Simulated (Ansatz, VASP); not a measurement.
One calculation of TaS2, two programs

```
Ta S
1.0
     3.31650    0.00000    0.00000
    -1.65825    2.87218    0.00000
     0.00000    0.00000    5.86000
Ta S
1 2
Direct
  0.00000 0.00000 0.00000
  0.33333 0.66667 0.25000
  0.66667 0.33333 0.75000
```

Change from the starting cell: equal xx and yy strain of -1 %, PAW files.

Alike in both runs: task electric field gradients; functional PBEsol; k mesh 8 × 8 × 4; occupations fermi-dirac, width 0.02 eV; no spin polarisation.

|  | VASP | Ansatz |
| --- | --- | --- |
| version | VASP 6.6.1 | Ansatz 0.2.0 |
| potentials or method | VASP PAW PBE potentials, release 64 (Ta_pv, S) | PAW with Ansatz's default frozen-core files, scalar-relativistic |
| plane-wave cutoff (eV) | 400 | 420 |
| valence electrons in the cell | 23 | 25 |

```tsv
	VASP	Ansatz	Ansatz less VASP
pressure (GPa)	7.7	7.5	-0.17
traceless stress, the component that is largest in VASP (GPa)	3.02	2.93	-0.086
rms of the force components (eV/Å)	0.619	0.604	-0.0151
size of Vzz on the site where it differs most (V/Å²)	144.8	178.3	+33.46
```

VASP's potentials were made for PBE, not for PBEsol. Atom by atom the forces differ by 0.015 eV/Å (rms over components). The functional is the same, so the differences come from potentials, cutoffs and numerics. VASP's potentials hold 23 valence electrons a cell and Ansatz's 25, so a difference there can come from the potentials and not from the codes.

Spin-orbit coupling is off throughout.
